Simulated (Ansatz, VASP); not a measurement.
## AlRu in VASP and in Ansatz

INCAR

```
SYSTEM = AlRu
PREC = Accurate ; ENCUT = 520
EDIFF = 1E-6 ; ISMEAR = 0
SIGMA = 0.1 ; LREAL = .False.
LASPH = .True. ; NELM = 60
ALGO = Normal ; ISIF = 2
LWAVE = .False. ; LCHARG = .False.
GGA = PE ; NBANDS = 16
```

Contents of KPOINTS:

```
Automatic mesh
0
Gamma
  9 9 9
  0 0 0
```

POSCAR

```
AlRu
1.0
    2.9916000000      0.0000000000      0.0000000000
    0.0000000000      2.9916000000      0.0000000000
    0.0000000000      0.0000000000      2.9916000000
Ru Al
1 1
Direct
    0.5000000000      0.5000000000      0.5000000000
    0.0000000000      0.0000000000      0.0000000000
```

File input.yaml:

```yaml
crystal:
  lattice:
    - [2.9916, 0.0, 0.0]
    - [0.0, 2.9916, 0.0]
    - [0.0, 0.0, 2.9916]
  atoms:
    - { symbol: Ru, position: [0.5, 0.5, 0.5] }
    - { symbol: Al, position: [0.0, 0.0, 0.0] }
kpoints:
  mp_grid: { grid: [9, 9, 9] }
scf:
  occupations: { method: gaussian, width: 0.1 }
hamiltonian:
  xc: pbe
  pseudopotentials: { kind: all_electron, lapw: { basis_error: 0.001 } }
output:
  forces: true
  stress: true
  eigenvalues: true
```

Alike in both runs: task single point; functional PBE; k mesh 9 × 9 × 9; occupations gaussian, width 0.1 eV; no spin polarisation.

```csv
,VASP,Ansatz
version,VASP 6.6.1,Ansatz 0.2.0
potentials or method,"VASP PAW PBE potentials, release 64 (Ru_pv, Al), cutoff 520 eV","all-electron LAPW, scalar-relativistic"
```

|  | VASP | Ansatz | Ansatz less VASP |
| --- | --- | --- | --- |
| gap on the k mesh at the Fermi level (eV) | none | none | - |
| pressure (GPa) | 2.5 | 2.5 | -0.02 |

A gap of «none» marks a metal or a gap that the smearing closes. Ansatz ran all-electron here, and VASP with PAW potentials.
